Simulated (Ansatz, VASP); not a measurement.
**SnPt2Se3: VASP beside Ansatz**

```
CELL_PARAMETERS angstrom
3.94228 0.00000 0.00000
0.00000 3.94228 0.00000
0.00000 0.00000 7.94938
ATOMIC_POSITIONS crystal
Sn 0.50000 0.50000 0.00000
Pt 0.50000 0.00000 0.68263
Pt 0.00000 0.50000 0.31737
Se 0.50000 0.00000 0.37417
Se 0.00000 0.50000 0.62583
Se 0.00000 0.00000 0.00000
```

Change from the starting cell: species swapped into the Hf2GaSb3 type (P-4m2, No. 115).

Alike in both runs: task relaxation of cell and atoms; functional PBE; k mesh 10 × 10 × 6; occupations gaussian, width 0.1 eV; no spin polarisation.

|  | VASP | Ansatz |
| --- | --- | --- |
| version | VASP 6.6.1 | Ansatz 0.2.0 |
| potentials or method | VASP PAW PBE potentials, release 64 (Sn_d, Pt, Se), cutoff 600 eV | scalar-relativistic, plane waves, PAW |
| valence electrons in the cell | 52 | 98 |

Ansatz gave:

| Item | Value |
| --- | --- |
| gap on the k mesh at the Fermi level, each at its own relaxed structure (eV) | none |
| relaxed volume (Å³/atom) | 20.52 |
| relaxed length of the cell vector where the two differ most in proportion (Å) | 7.703 |

Question: Estimate VASP's values.

Answer: gap on the k mesh at the Fermi level, each at its own relaxed structure (eV): none; relaxed volume (Å³/atom): 20.56; relaxed length of the cell vector where the two differ most in proportion (Å): 7.764.

A gap of «none» marks a metal or a gap that the smearing closes. VASP's potentials hold 52 valence electrons a cell and Ansatz's 98, so a difference there can come from the potentials and not from the codes.

Neither program's run includes spin-orbit coupling.
